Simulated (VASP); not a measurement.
Runs of VASP 6.6.1 on MoPd. The structure is that of space group P-6m2 (No. 187), or close to it. The cells are those of the table. 

```tsv
cell	gap on the mesh (eV)	pressure (GPa)
a = 2.677, b = 2.677, c = 4.376 Å, angles 90.0, 90.0, 120.0°, 2 atoms	none	19.7
a = 2.831, b = 2.831, c = 4.626 Å, angles 90.0, 90.0, 120.0°, 2 atoms	none	(b)
a = 2.794, b = 2.794, c = 4.566 Å, angles 90.0, 90.0, 120.0°, 2 atoms	none	-14.8
a = 2.756, b = 2.756, c = 4.505 Å, angles 90.0, 90.0, 120.0°, 2 atoms	none	-6.0
a = 2.901, b = 2.901, c = 4.742 Å, angles 90.0, 90.0, 120.0°, 2 atoms	none	-31.0
a = 2.717, b = 2.717, c = 4.441 Å, angles 90.0, 90.0, 120.0°, 2 atoms	none	(a)
a = 2.866, b = 2.866, c = 4.685 Å, angles 90.0, 90.0, 120.0°, 2 atoms	none	-27.0
```

Alike in all rows: task single point; level LDA; potentials or basis VASP PAW LDA potentials, release 64 (Mo_sv, Pd); no spin polarisation; k mesh 9 × 9 × 5; cutoff (eV) 520; smearing methfessel-paxton 0.05 eV.

Fill in the values left out.

(a) 5.3; (b) -21.7.

A k mesh can miss the band edges, and the runs leave out spin-orbit coupling on Mo, Pd.

A gap of «none» marks levels without a gap at the run's occupations.
